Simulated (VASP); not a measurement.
GaP: single point with PBE

The system is GaP.

```xyz
2
Lattice="3.5245 0.0000 0.0000 0.0000 3.5245 0.0000 0.0000 0.0000 2.8575" Properties=species:S:1:pos:R:3 pbc="T T T"
Ga    0.0000    0.0000    0.0000
P     1.7622    1.7622    1.4288
```

```yaml
Program: VASP 6.6.1
Task: single point
Functional: PBE
Potentials_or_basis: VASP PAW PBE potentials, release 64 (Ga_d, P)
Cutoff: 500 eV
k_mesh: 8 × 8 × 9
Occupations: fermi-dirac, width 0.05 eV
Spin: no spin polarisation
```

```json
{"Pressure": "-3.9 GPa", "Band gap on the k mesh": "zero (band 9 reaches 8.94 eV, above the bottom of band 10 at 4.19 eV)"}
```

Stress tensor (GPa, compression positive):
```
-3.85  0.00  0.00
 0.00 -3.85  0.00
 0.00  0.00 -4.05
```

Levels at points of the mesh, in eV from the Fermi level:
| k point | band 5 | band 6 | band 7 | band 8 | band 9 | band 10 | band 11 | band 12 | band 13 | band 14 |
| --- | --- | --- | --- | --- | --- | --- | --- | --- | --- | --- |
| (0.00, 0.00, 0.00) | -14.66 | -13.18 | -2.79 | -2.00 | -2.00 | 2.57 | 3.67 | 7.04 | 8.65 | 8.65 |
| (0.50, 0.00, 0.00) | -14.66 | -11.47 | -8.65 | -0.31 | 2.49 | 2.70 | 2.91 | 3.58 | 8.31 | 8.54 |
| (0.50, 0.50, 0.00) | -14.67 | -10.07 | -5.84 | -5.57 | -5.57 | 4.00 | 9.14 | 9.14 | 9.91 | 10.90 |

Run time: 25 s on 1 thread of Intel Xeon 6975P-C, on a shared host, peak memory 0.17 GiB.
